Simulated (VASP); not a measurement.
# TePb (Fm-3m) in VASP: notebook, part 2 of 3

VASP 6.6.1.

## Step 3: Single point, PBEsol

INCAR reads:

```
PREC = Accurate
ENCUT = 500
EDIFF = 1E-6
ISMEAR = 0
SIGMA = 0.05
LREAL = F
LASPH = T
NELM = 120
ALGO = Normal
ISIF = 2
LWAVE = F
LCHARG = F
GGA = PS
NBANDS = 17
GGA_COMPAT = F
```

KPOINTS reads:

```
Automatic mesh
0
Gamma
  6 6 6
```

POSCAR reads:

```
TePb
1.0
    0.0000000000      3.2270013417      3.2270013417
    3.2270013417      0.0000000000      3.2270013417
    3.2270013417      3.2270013417      0.0000000000
Pb Te
1 1
Direct
    0.5000000000      0.5000000000      0.5000000000
    0.0000000000      0.0000000000      0.0000000000
```

Potentials or basis: VASP PAW PBE potentials, release 64 (Pb_d, Te).

Command:

```console
$ cat potpaw_PBE.64/Pb_d/POTCAR potpaw_PBE.64/Te/POTCAR > POTCAR
$ mpirun -np 1 vasp_std > vasp.out
```

OUTCAR:

```text
PREC = Accurate
   ENCUT = 500
   EDIFF = 1E-6
   ISMEAR = 0
   LREAL = F
   LASPH = T
   NELM = 120
   ISIF = 2
   GGA = PS

 ion  position               nearest neighbor table
   1  0.500  0.500  0.500-   2 3.23   2 3.23   2 3.23   2 3.23   2 3.23   2 3.23
   2  0.000  0.000  0.000-   1 3.23   1 3.23   1 3.23   1 3.23   1 3.23   1 3.23

  LATTYP: Found a face centered cubic cell.
 ALAT       =     6.4540026834

  Lattice vectors:

 A1 = (   0.0000000000,   3.2270013417,   3.2270013417)
 A2 = (   3.2270013417,   0.0000000000,   3.2270013417)
 A3 = (   3.2270013417,   3.2270013417,   0.0000000000)

Analysis of symmetry for initial positions (statically):
=====================================================================
 Subroutine PRICEL returns:
 Original cell was already a primitive cell.

 Routine SETGRP: Setting up the symmetry group for a
 face centered cubic supercell.

 Subroutine GETGRP returns: Found 48 space group operations
 (whereof 48 operations were pure point group operations)
 out of a pool of 48 trial point group operations.

The static configuration has the point symmetry O_h .

Analysis of symmetry for dynamics (positions and initial velocities):
=====================================================================
 Subroutine PRICEL returns:
 Original cell was already a primitive cell.

 Routine SETGRP: Setting up the symmetry group for a
 face centered cubic supercell.

 Subroutine GETGRP returns: Found 48 space group operations
 (whereof 48 operations were pure point group operations)
 out of a pool of 48 trial point group operations.

The dynamic configuration has the point symmetry O_h .

 Subroutine INISYM returns: Found 48 space group operations
 (whereof 48 operations are pure point group operations),
[... 100 lines left out ...]
   EMIN   =  10.00;   EMAX   =-10.00  energy-range for DOS
   EFERMI =   0.00;   METHOD = LEGACY
   ISMEAR =     0;   SIGMA  =   0.05  broadening in eV -4-tet -1-fermi 0-gaus
   EFERMI_NEDOS =   21; number of points for ismear=-14 and -15
   IALGO  =     38    algorithm
   IMIX   =      4    mixing-type and parameters
     AMIX     =   0.40;   BMIX     =  1.00
     AMIX_MAG =   1.60;   BMIX_MAG =  1.00
  volume/ion in A,a.u.               =      33.60       226.77
  Fermi-wavevector in a.u.,A,eV,Ry     =   1.092972  2.065418 16.253352  1.194588
  Thomas-Fermi vector in A             =   2.229248
   LORBIT       =      0    0 simple, 1 ext, 2 COOP (PROOUT), +10 PAW based schemes
   GGA     = PS    functional components
   LHFCALC =     F    Hartree Fock is set to
   AEXX    =    0.0000 exact exchange contribution
   IVDW    =     0    specifies the selected vdW correction
   LEPSILON=     F    determine dielectric tensor
   LRPA    =     F    only Hartree local field effects (RPA)
 non-spin polarized calculation
 Gauss-broadening in eV      SIGMA  =   0.05
  energy-cutoff  :      500.00
  volume of cell :       67.21
 maximum number of plane-waves:      1724
 NGX is ok and might be reduce to    36
   NGX = 17   NGY = 17   NGZ = 17

 number of electron      20.0000002 magnetization

 Free energy of the ion-electron system (eV)
  ---------------------------------------------------
  ext. energy  EPLUGINS =         0.00000000
  ---------------------------------------------------
  free energy    TOTEN  =        -8.25985306 eV

  energy without entropy =       -8.25985306  energy(sigma->0) =       -8.25985306

 E-fermi :   5.7383     XC(G=0):  -9.4874

 val. band max:        5.5073681816   @ k =   0.5000   0.0000   0.0000
 cond. band min:       6.1679367564   @ k =   0.5000   0.0000   0.0000
 fundamental gap:      0.6605685748
 Fermi energy:         5.7382518117

 k-point     1 :       0.0000    0.0000    0.0000
  band No.  band energies     occupation
      1     -11.1280      2.00000
      2     -11.1280      2.00000
      3     -11.1168      2.00000
      4     -11.1168      2.00000
      5     -11.1168      2.00000
      6      -6.5568      2.00000
[... 297 lines left out ...]
      4     -11.0996      2.00000
      5     -11.0897      2.00000
      6      -4.7360      2.00000
[... 9 lines left out ...]
     16      16.2329      0.00000
     17      17.0514      0.00000

------------------------ aborting loop because EDIFF is reached ----------------------------------------

  FORCE on cell =-STRESS in cart. coord.  units (eV):
  Direction    XX          YY          ZZ          XY          YZ          ZX
  --------------------------------------------------------------------------------------
  -------------------------------------------------------------------------------------
  Total       -0.1057814     -0.1057814     -0.1057814      0.0000000      0.0000000      0.0000000
  in kB       -2.5216941     -2.5216941     -2.5216941      0.0000000      0.0000000      0.0000000
  external PRESSURE =      -2.5216941 kB  Pullay stress =       0.0000000 kB

 VOLUME and BASIS-vectors are now :
 -----------------------------------------------------------------------------
  energy-cutoff  :      500.00
  volume of cell :       67.21
      direct lattice vectors                 reciprocal lattice vectors
     0.000000000  3.227001342  3.227001342    -0.154942607  0.154942607  0.154942607
     3.227001342  0.000000000  3.227001342     0.154942607 -0.154942607  0.154942607
     3.227001342  3.227001342  0.000000000     0.154942607  0.154942607 -0.154942607

 POSITION                                       TOTAL-FORCE (eV/Angst)
 -----------------------------------------------------------------------------------
      3.22700      3.22700      3.22700        -0.000000     -0.000000      0.000000
      0.00000      0.00000      0.00000         0.000000      0.000000      0.000000
 -----------------------------------------------------------------------------------
    total drift:                                0.000000      0.000000      0.000000

  FREE ENERGIE OF THE ION-ELECTRON SYSTEM (eV)
  ---------------------------------------------------
  free  energy   TOTEN  =        -8.2598530647 eV

  energy  without entropy=       -8.2598530647  energy(sigma->0) =       -8.25985306
```

OSZICAR:

```text
N       E                     dE             d eps       ncg     rms          rms(c)
DAV:   1     0.144272670807E+03    0.14427E+03   -0.88582E+03   544   0.109E+03
DAV:   2     0.135687654864E+01   -0.14292E+03   -0.13845E+03   571   0.287E+02
DAV:   3    -0.813057717610E+01   -0.94875E+01   -0.94176E+01   711   0.793E+01
DAV:   4    -0.836818662319E+01   -0.23761E+00   -0.23748E+00   663   0.142E+01
DAV:   5    -0.837916379681E+01   -0.10977E-01   -0.10977E-01   790   0.292E+00    0.346E+00
DAV:   6    -0.826546711936E+01    0.11370E+00   -0.24314E-01   758   0.372E+00    0.212E+00
DAV:   7    -0.825964114984E+01    0.58260E-02   -0.73516E-02   733   0.143E+00    0.874E-01
DAV:   8    -0.825993022424E+01   -0.28907E-03   -0.84574E-03   677   0.929E-01    0.137E-01
DAV:   9    -0.825985021336E+01    0.80011E-04   -0.11066E-03   797   0.337E-01    0.519E-02
DAV:  10    -0.825985104978E+01   -0.83642E-06   -0.11086E-04   694   0.943E-02    0.206E-02
DAV:  11    -0.825985314584E+01   -0.20961E-05   -0.24910E-05   693   0.391E-02    0.174E-02
DAV:  12    -0.825985306471E+01    0.81125E-07   -0.12893E-06   495   0.719E-03
   1 F= -.82598531E+01 E0= -.82598531E+01  d E =-.286803E-12
```

stdout:

```text
POSCAR found type information on POSCAR PbTe
 POSCAR found :  2 types and       2 ions
 scaLAPACK will be used
 -----------------------------------------------------------------------------
|                                                                             |
|                                                                             |
|     You enforced a specific xc type in the INCAR file but a different       |
|     I HOPE YOU KNOW WHAT YOU ARE DOING!                                     |
|                                                                             |
 -----------------------------------------------------------------------------

 LDA part: xc-table for (Slater+PW92), standard interpolation
 POSCAR, INCAR and KPOINTS ok, starting setup
 FFT: planning ... GRIDC
 FFT: planning ... GRID_SOFT
 FFT: planning ... GRID
 WAVECAR not read
 entering main loop
```

It took 22 s on 1 thread of Intel Xeon 6975P-C, shared host; peak memory 0.2 GiB.

What came out:

- Free energy: -8.2599 eV
- Pressure: -0.3 GPa
- Band gap on the k mesh: 0.66 eV, direct

Levels at points of the mesh, in eV from the valence-band top:
| k point | band 7 | band 8 | band 9 | band 10 | band 11 | band 12 | band 13 | band 14 |
| --- | --- | --- | --- | --- | --- | --- | --- | --- |
| (0.00, 0.00, 0.00) | -5.61 | -1.35 | -1.35 | -1.35 | 4.06 | 4.06 | 4.06 | 5.75 |
| (0.50, 0.00, 0.00) | -8.62 | -0.88 | -0.88 | 0.00 | 0.66 | 1.24 | 1.24 | 8.29 |
| (0.50, 0.50, 0.00) | -7.31 | -4.55 | -2.82 | -2.82 | 3.20 | 5.48 | 5.48 | 6.71 |

Caveat: the PAW data sets were made with another functional, which shifts forces and pressure a little; spin-orbit coupling is left out, which moves the levels of the heavy elements. A k mesh can miss the band edges.

## Step 4: Single point, PBEsol

This run uses another cell than the first one, of 33.47 Å³/atom, 0.996 times its volume.

INCAR reads:

```
SYSTEM = TePb
PREC = Accurate
ENCUT = 500
EDIFF = 1E-6
ISMEAR = 0
SIGMA = 0.05
LREAL = .False.
LASPH = .True.
NELM = 120
ALGO = Normal
ISIF = 2
LWAVE = .False.
LCHARG = .False.
GGA = PS
NBANDS = 17
GGA_COMPAT = .False.
```

KPOINTS reads:

```
regular mesh
0
Gamma
  6 6 6
  0 0 0
```

POSCAR reads:

```
TePb
1.0
    0.0000000000      3.2226929236      3.2226929236
    3.2226929236      0.0000000000      3.2226929236
    3.2226929236      3.2226929236      0.0000000000
Pb Te
1 1
Direct
    0.5000000000      0.5000000000      0.5000000000
    0.0000000000      0.0000000000      0.0000000000
```

Command:

```console
$ cat potpaw_PBE.64/Pb_d/POTCAR potpaw_PBE.64/Te/POTCAR > POTCAR
$ mpirun -np 1 vasp_std > vasp.out
```

It took 21 s on 1 thread of Intel Xeon 6975P-C, shared host; peak memory 0.2 GiB.

Results (log left out):

* Free energy: -8.2600 eV
* Pressure: -0.1 GPa
* Band gap on the k mesh: 0.65 eV, direct

Levels at points of the mesh, in eV from the valence-band top:
```tsv
k point	band 6	band 7	band 8	band 9	band 10	band 11	band 12	band 13	band 14	band 15
(0.00, 0.00, 0.00)	-12.10	-5.60	-1.36	-1.36	-1.36	4.07	4.07	4.07	5.74	5.74
(0.50, 0.00, 0.00)	-10.64	-8.65	-0.90	-0.90	0.00	0.65	1.22	1.22	8.30	9.21
(0.50, 0.50, 0.00)	-10.38	-7.32	-4.58	-2.85	-2.85	3.18	5.49	5.49	6.73	10.14
```

Caveat: the PAW data sets were made with another functional, which shifts forces and pressure a little; spin-orbit coupling is left out, which moves the levels of the heavy elements. A k mesh can miss the band edges.

## Step 5: Single point, PBEsol (volume scaled by 1.02)

INCAR reads:

```
SYSTEM = TePb
  ALGO = Normal
  EDIFF = 1E-6
  ENCUT = 500
  GGA = PS
  GGA_COMPAT = .False.
  ISIF = 2
  ISMEAR = 0
  LASPH = .True.
  LCHARG = .False.
  LREAL = .False.
  LWAVE = .False.
  NBANDS = 17
  NELM = 120
  PREC = Accurate
  SIGMA = 0.05
```

KPOINTS reads:

```
k-points
0
Gamma
  6 6 6
  0 0 0
```

POSCAR reads:

```
TePb
1.0
    0.0000000000      3.2440358828      3.2440358828
    3.2440358828      0.0000000000      3.2440358828
    3.2440358828      3.2440358828      0.0000000000
Pb Te
1 1
Direct
    0.5000000000      0.5000000000      0.5000000000
    0.0000000000      0.0000000000      0.0000000000
```

Command:

```console
$ cat potpaw_PBE.64/Pb_d/POTCAR potpaw_PBE.64/Te/POTCAR > POTCAR
$ mpirun -np 1 vasp_std > vasp.out
```

Run time: 23 s. Hardware: 1 thread of Intel Xeon 6975P-C, shared host; peak memory 0.21 GiB.

It converged, with:

```
Free energy            : -8.2562 eV
Pressure               : -0.9 GPa
Band gap on the k mesh : 0.69 eV, direct
```

Levels at points of the mesh, in eV from the valence-band top:
```
           k point  band 6  band 7  band 8  band 9  band 10  band 11  band 12  band 13  band 14  band 15
(0.00, 0.00, 0.00)  -11.93   -5.64   -1.28   -1.28    -1.28     4.05     4.05     4.05     5.79     5.79
(0.50, 0.00, 0.00)  -10.52   -8.54   -0.83   -0.83     0.00     0.69     1.28     1.28     8.28     9.17
(0.50, 0.50, 0.00)  -10.28   -7.29   -4.42   -2.73    -2.73     3.27     5.42     5.42     6.62    10.11
```

Caveat: the cell differs from its parent crystal (volume scaled by 1.02); the PAW data sets were made with another functional, which shifts forces and pressure a little; spin-orbit coupling is left out, which moves the levels of the heavy elements. A k mesh can miss the band edges.

(Continued in part 3 of 3.)
